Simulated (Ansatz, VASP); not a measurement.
LiBeF3 in VASP and in Ansatz

```
Li Be F
1.0
     2.77230    0.00000    0.00000
     0.00000    2.61873    4.05023
     0.00000   -2.61873    4.05023
Li Be F
1 1 3
Direct
  0.50000 0.69313 0.69313
  0.00000 0.05486 0.05486
  0.00000 0.90560 0.40147
  0.00000 0.40147 0.90560
  0.50000 0.94427 0.94427
```

Change from the starting cell: the structure that the rattled cell fell into.

Alike in both runs: task relaxation of cell and atoms; functional PBE; k mesh 8 × 6 × 6; occupations gaussian, width 0.02 eV; no spin polarisation.

|  | VASP | Ansatz |
| --- | --- | --- |
| version | VASP 6.6.1 | Ansatz 0.2.0 |
| potentials or method | VASP PAW PBE potentials, release 64 (Li_sv, Be, F), cutoff 600 eV | scalar-relativistic, plane waves, PAW |
| valence electrons in the cell | 26 | 26 |

VASP gave:

* gap on the k mesh at the Fermi level, each at its own relaxed structure (eV): 7.55
* relaxed volume (Å³/atom): 11.69
* relaxed cell length with the largest relative difference (Å): 4.817

Estimate Ansatz's values.

gap on the k mesh at the Fermi level, each at its own relaxed structure (eV): 7.53; relaxed volume (Å³/atom): 11.82; relaxed cell length with the largest relative difference (Å): 4.848.

Noted on VASP's run: the cutoff is short for stress, so the pressure is rough.
